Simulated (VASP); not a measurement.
Crystal: Al.

```
Al
1.0
     0.00000    2.81947    2.81947
     2.81947    0.00000    2.81947
     2.81947    2.81947    0.00000
Al
2
Direct
  0.12500 0.12500 0.12500
  0.87500 0.87500 0.87500
```

This isn't the form of Al at room conditions, which is fcc.

| Item | Value |
| --- | --- |
| Program | VASP 6.6.1 |
| Task | relaxation of cell and atoms |
| Functional | PBE |
| Potentials or basis | VASP PAW PBE potentials, release 64 (Al) |
| Cutoff | 600 eV |
| k mesh | 10 × 10 × 10 |
| Occupations | fermi-dirac, width 0.1 eV |
| Spin | no spin polarisation |

At the start: pressure 12.0 GPa; volume 22.41 Å³/atom.

Question: Where does the relaxation end?

Answer: Over 5 steps the energy falls by 163.5 meV/atom and the volume is 27.64 Å³/atom (+23.3 %); space group Fd-3m (No. 227, to 0.1 Å) before and after.

The path:
```tsv
step	energy change (eV)	largest force (eV/Å)	pressure (GPa)	volume (Å³)
1	0.0000	0.0000	11.99	44.83
2	-0.3234	0.0000	-0.85	56.61
3	-0.3270	0.0000	0.07	55.17
4	-0.3270	0.0000	-0.08	55.39
5	-0.3270	0.0000	-0.01	55.28
```

Final structure:
```yaml
crystal:
  lattice:
    - [0.00000, 3.02344, 3.02344]
    - [3.02344, 0.00000, 3.02344]
    - [3.02344, 3.02344, 0.00000]
  atoms:
    - { symbol: Al, position: [0.12500, 0.12500, 0.12500] }
    - { symbol: Al, position: [0.87500, 0.87500, 0.87500] }
```

Caveat: the volume moved by over 15 % at a fixed basis, so the end points are rough.
